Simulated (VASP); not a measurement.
A run of VASP 6.6.1:

The input INCAR:

```
ALGO = Normal
EDIFF = 1E-7
ENCUT = 520
GGA = PE
ISIF = 2
ISMEAR = 0
LASPH = True
LCHARG = False
LREAL = False
LWAVE = False
NBANDS = 25
NELM = 100
PREC = Accurate
SIGMA = 0.05
```

File KPOINTS:

```
k-points
0
Gamma
  6 6 8
```

File POSCAR:

```
SiO2
1.0
    4.2358788266      0.0000000000      0.0000000000
    0.0000000000      3.9393673087      0.0000000000
    0.0000000000      0.0000000000      2.6897743046
Si O
2 4
Direct
    0.5000000000      0.5000000000      0.5000000000
    0.0000000000      0.0000000000      0.0000000000
    0.6836979468      0.7023276386      0.0000000000
    0.1836979468      0.7976723614      0.5000000000
    0.3163020532      0.2976723614      0.0000000000
    0.8163020532      0.2023276386      0.5000000000
```

Potentials or basis: VASP PAW PBE potentials, release 64 (Si, O).

The run is started by

```bash
$ cat potpaw_PBE.64/Si/POTCAR potpaw_PBE.64/O/POTCAR > POTCAR
$ mpirun -np 1 vasp_std > vasp.out
```

Hardware: 1 thread of AMD EPYC 9R45 96-Core Processor (Zen 5) (shared host).

Question: How long does it take, and how much memory?

Answer: Run time: 32 s on 1 thread of AMD EPYC 9R45 96-Core Processor (Zen 5), on a shared host, peak memory 0.16 GiB. Counts: scf iterations 13, k points 80.
